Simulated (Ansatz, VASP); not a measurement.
One calculation of SnTe, two programs

File INCAR:

```
PREC = Accurate
ENCUT = 520
EDIFF = 1E-7
ISMEAR = -1
SIGMA = 0.05
LREAL = False
LASPH = True
NELM = 80
ALGO = Normal
ISIF = 2
LWAVE = False
LCHARG = False
GGA = CA
NBANDS = 17
```

The input KPOINTS:

```
regular mesh
0
Gamma
  7 7 7
```

Contents of POSCAR:

```
SnTe
1.0
    0.0000000000      3.6111460000      3.6111460000
    3.6111460000      0.0000000000      3.6111460000
    3.6111460000      3.6111460000      0.0000000000
Te Sn
1 1
Direct
    0.2500000000      0.2500000000      0.2500000000
    0.0000000000      0.0000000000      0.0000000000
```

The input input.yaml:

```yaml
crystal:
  lattice:
    - [0.0, 3.611146, 3.611146]
    - [3.611146, 0.0, 3.611146]
    - [3.611146, 3.611146, 0.0]
  atoms:
    - { symbol: Te, position: [0.25, 0.25, 0.25] }
    - { symbol: Sn, position: [0.0, 0.0, 0.0] }
hamiltonian:
  xc: lda
  pseudopotentials: { kind: paw }
kpoints:
  mp_grid: { grid: [7, 7, 7] }
scf:
  occupations: { method: fermi_dirac, width: 0.05 }
output:
  forces: true
  stress: true
  eigenvalues: true
  write_density: true
  write_potential: true
  elf: true
  volumetric_format: npy
```

Alike in both runs: task single point; functional LDA; k mesh 7 × 7 × 7; occupations fermi-dirac, width 0.05 eV; no spin polarisation.

|  | VASP | Ansatz |
| --- | --- | --- |
| version | VASP 6.6.1 | Ansatz 0.2.0 |
| potentials or method | VASP PAW LDA potentials, release 64 (Te, Sn_d) | Ansatz PAW |
| plane-wave cutoff (eV) | 520 | 420 |
| valence electrons in the cell | 20 | 30 |

|  | VASP | Ansatz | Ansatz less VASP |
| --- | --- | --- | --- |
| gap on the k mesh at the Fermi level (eV) | 0.25 | 0.26 | +0.010 |
| least direct gap on the mesh (eV) | 0.75 | 0.76 | +0.007 |
| pressure (GPa) | -2.2 | -2.2 | -0.03 |

LDA's correlation is that of Perdew and Zunger in VASP and of Perdew and Wang (1992) in Ansatz. VASP's potentials hold 20 valence electrons a cell and Ansatz's 30, so a difference there can come from the potentials and not from the codes.

Spin-orbit coupling is off throughout. Noted on Ansatz's run: odd divisions of the mesh miss points on the zone boundary, where band edges often lie, so the gap on the mesh can be too wide.
